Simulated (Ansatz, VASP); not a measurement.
**InSb3 in VASP and in Ansatz**

```
In Sb
1.0
     0.00000    3.79455    3.79455
     3.79455    0.00000    3.79455
     3.79455    3.79455    0.00000
In Sb
1 3
Direct
  0.00000 0.00000 0.00000
  0.28883 0.30756 0.21406
  0.75000 0.75000 0.75000
  0.50000 0.50000 0.50000
```

Change from the starting cell: one atom moved.

Alike in both runs: task single point; functional PBE; k mesh 8 × 8 × 8; occupations gaussian, width 0.1 eV; no spin polarisation.

|  | VASP | Ansatz |
| --- | --- | --- |
| version | VASP 6.6.1 | Ansatz 0.2.0 |
| potentials or method | VASP PAW PBE potentials, release 64 (In_d, Sb), cutoff 520 eV | scalar-relativistic, plane waves, PAW |
| valence electrons in the cell | 28 | 58 |

```csv
,VASP,Ansatz,Ansatz less VASP
gap on the k mesh at the Fermi level (eV),none,none,-
pressure (GPa),1.0,1.1,+0.08
"traceless stress, the component that is largest in VASP (GPa)",-0.49,-0.49,+0.005
rms of the force components (eV/Å),0.245,0.244,-0.0012
```

Atom by atom the forces differ by 0.002 eV/Å (rms over components). A gap of «none» marks a metal or a gap that the smearing closes. VASP's potentials hold 28 valence electrons a cell and Ansatz's 58, so a difference there can come from the potentials and not from the codes.

Spin-orbit coupling is off throughout.
